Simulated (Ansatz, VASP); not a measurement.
**One calculation of CdS, two programs**

```
CELL_PARAMETERS angstrom
0.00000 3.05678 3.05678
3.05678 0.00000 3.05678
3.05678 3.05678 0.00000
ATOMIC_POSITIONS crystal
Cd 0.00000 0.00000 0.00000
S 0.25000 0.25000 0.25000
```

Change from the starting cell: hydrostatic strain +4.0%.

Alike in both runs: task single point; functional HSE06; k mesh 6 × 6 × 6; no spin polarisation.

|  | VASP | Ansatz |
| --- | --- | --- |
| version | VASP 6.6.1 | Ansatz 0.2.0 |
| potentials or method | VASP PAW PBE potentials, release 64 (Cd, S) | plane waves, PAW |
| plane-wave cutoff (eV) | 520 | 420 |
| occupations | gaussian, width 0.01 eV | fixed |
| valence electrons in the cell | 18 | 26 |

```csv
,VASP,Ansatz,Ansatz less VASP
gap on the k mesh at the Fermi level (eV),1.80,1.80,+0.001
pressure (GPa),-5.1,-5.3,-0.16
```

VASP's potentials hold 18 valence electrons a cell and Ansatz's 26, so a difference there can come from the potentials and not from the codes. Ansatz's warnings: stress exchange threshold loose, stress scf threshold loose.
